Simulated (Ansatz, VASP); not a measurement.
**One calculation of Fe, two programs**

File POSCAR:

```
Fe
1.0
   -1.4345540696      1.4345540696      1.4345540696
    1.4345540696     -1.4345540696      1.4345540696
    1.4345540696      1.4345540696     -1.4345540696
Fe
1
Direct
    0.0000000000      0.0000000000      0.0000000000
```

File INCAR.step1:

```
SYSTEM = Fe
PREC = Accurate
ENCUT = 520
ISMEAR = 0
SIGMA = 0.6
LREAL = .FALSE.
LASPH = .TRUE.
NELM = 150
ISPIN = 2
MAGMOM = 2.804
LMAXMIX = 4
NBANDS = 14
GGA = PE
ALGO = Normal
EDIFF = 1E-4
LWAVE = .TRUE.
LCHARG = .FALSE.
```

The input INCAR.step2:

```
SYSTEM = Fe
PREC = Accurate
ENCUT = 520
EDIFF = 1E-6
ISMEAR = 0
SIGMA = 0.6
LREAL = .FALSE.
LASPH = .TRUE.
NELM = 150
ALGO = Normal
ISIF = 2
LWAVE = .FALSE.
LCHARG = .FALSE.
ISPIN = 2
MAGMOM = 2.804
LORBIT = 11
LMAXMIX = 4
METAGGA = R2SCAN
LMIXTAU = .TRUE.
NBANDS = 14
ISTART = 1
```

File KPOINTS:

```
Automatic mesh
0
G
  15 15 15
  0 0 0
```

Input for Ansatz:

```yaml
crystal:
  lattice:
    - [-1.4345540696, 1.4345540696, 1.4345540696]
    - [1.4345540696, -1.4345540696, 1.4345540696]
    - [1.4345540696, 1.4345540696, -1.4345540696]
  atoms:
    - { symbol: Fe, position: [0.0, 0.0, 0.0], spin: 2.804 }
hamiltonian:
  xc: r2scan
  pseudopotentials:
    kind: paw
    azcp:
      Fe: "pseudopotentials/Fe.paw.azcp"
basis:
  ecutwfc: 500
  fft_grid_basis: typed
kpoints:
  mp_grid: { grid: [15, 15, 15], shift: [0, 0, 0] }
magnetization:
  spin_polarized: true
scf:
  occupations: { method: gaussian, width: 0.6 }
  lower_state_search: "off"
output:
  stress: true
  write_density: true
  write_potential: true
  elf: true
  volumetric_format: npy
```

Alike in both runs: task single point; functional r2SCAN; k mesh 15 × 15 × 15; occupations gaussian, width 0.6 eV; collinear spin.

```csv
,VASP,Ansatz
version,VASP 6.6.1,Ansatz 0.2.0
potentials or method,"VASP PAW PBE potentials, release 64 (Fe), cutoff 520 eV","plane waves (500 eV) with PAW, scalar-relativistic"
valence electrons in the cell,8,16
```

|  | VASP | Ansatz | Ansatz less VASP |
| --- | --- | --- | --- |
| pressure (GPa) | -0.2 | 0.3 | +0.57 |
| net moment per atom (μB) | 2.66 | 2.66 | -0.001 |
| size of the moment on the site where the two differ most (μB) | 2.72 | 2.80 | +0.078 |

VASP's potentials were made for PBE, not for r2SCAN. Site moments also hang on the region over which each program counts them. The functional is the same, so the differences come from potentials, cutoffs and numerics. VASP's potentials hold 8 valence electrons a cell and Ansatz's 16, so a difference there can come from the potentials and not from the codes. Ansatz's warnings: stability check not made.
